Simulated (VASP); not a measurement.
Here is a VASP 6.6.1 calculation.

The input INCAR:

```
SYSTEM = Ga
ALGO     = Normal         ! electronic algorithm
EDIFF    = 1E-6           ! SCF threshold, eV
ENCUT    = 520            ! plane-wave cutoff, eV
GGA      = PE             ! functional
ISIF     = 2              ! what is computed and relaxed
ISMEAR   = -1             ! smearing method
LASPH    = .True.         ! aspherical terms in the spheres
LCHARG   = .True.         ! write CHGCAR
LELF     = .True.         ! ELF
LREAL    = .False.        ! projectors in reciprocal space
LVHAR    = .True.       
LWAVE    = .False.        ! write WAVECAR
NBANDS   = 34             ! bands
NELM     = 100            ! most SCF steps
PREC     = Accurate       ! precision mode
SIGMA    = 0.1            ! smearing width, eV
```

KPOINTS

```
k-points
0
Gamma
  14 14 4
  0 0 0
```

Contents of POSCAR:

```
Ga
1.0
    3.1093245215      0.0000000000      0.0000000000
   -1.5546622608      2.6927540242      0.0000000000
    0.0000000000      0.0000000000     10.1521078994
Ga
4
Direct
    1.0000000000      0.0000000000      1.0000000000
    1.0000000000      0.0000000000      0.5000000000
    0.3333333333      0.6666666667      0.2500000000
    0.6666666667      0.3333333333      0.7500000000
```

Potentials or basis: VASP PAW PBE potentials, release 64 (Ga_d).

Run with:

```bash
$ cat potpaw_PBE.64/Ga_d/POTCAR > POTCAR
$ mpirun -np 1 vasp_std > vasp.out
```

Q: What does it give for the pressure?

A: -4.1 GPa.

Q: Predict the band gap on the k mesh.

A: Zero (band 26 reaches 8.32 eV, above the bottom of band 27 at 3.24 eV).

Stress tensor (GPa, compression positive):
```
-4.34  0.00  0.00
 0.00 -4.34  0.00
 0.00  0.00 -3.69
```
